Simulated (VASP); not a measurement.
Here is a VASP 6.6.1 calculation.

File INCAR:

```
ALGO     = Normal         # electronic algorithm
EDIFF    = 1E-6           # SCF threshold, eV
EDIFFG   = -0.002         # ionic threshold
ENCUT    = 600            # plane-wave cutoff, eV
GGA      = PE             # functional
IBRION   = 2              # ionic algorithm
ISIF     = 3              # what is computed and relaxed
ISMEAR   = 0              # smearing method
LASPH    = True           # aspherical terms in the spheres
LCHARG   = False          # write CHGCAR
LREAL    = False          # projectors in reciprocal space
LWAVE    = False          # write WAVECAR
NELM     = 100            # most SCF steps
NSW      = 100            # ionic steps
PREC     = Accurate       # precision mode
SIGMA    = 0.02           # smearing width, eV
```

File KPOINTS:

```
k-points
0
Gamma
  6 6 4
```

File POSCAR:

```
HfO2
1.0
    3.6067397950     -0.0306561828      0.0443634037
    0.0296823890      3.6014285495      0.0691816466
   -0.0256077033     -0.0829137152      5.2646565203
Hf O
2 4
Direct
    0.5125704889      0.4896685703      0.5017037562
    0.0059658188     -0.0073216730      0.0013161326
    0.0085213769      0.4892751895      0.6945159247
    0.5077715574     -0.0100064717      0.8084126023
    0.4981239804     -0.0091522765      0.3085149036
   -0.0034473443      0.4911830082      0.1943783019
```

Potentials or basis: VASP PAW PBE potentials, release 64 (Hf_pv, O).

Run with:

```sh
$ cat potpaw_PBE.64/Hf_pv/POTCAR potpaw_PBE.64/O/POTCAR > POTCAR
$ mpirun -np 1 vasp_std > vasp.out
```

(1) What does it give for the relaxed volume?

(2) Predict the band gap on the k mesh.

Results:

(1) 11.21 Å³/atom.

(2) 4.69 eV, indirect (least direct gap 4.76 eV).

Caveat: spin-orbit coupling is left out, which moves the levels of the heavy elements.
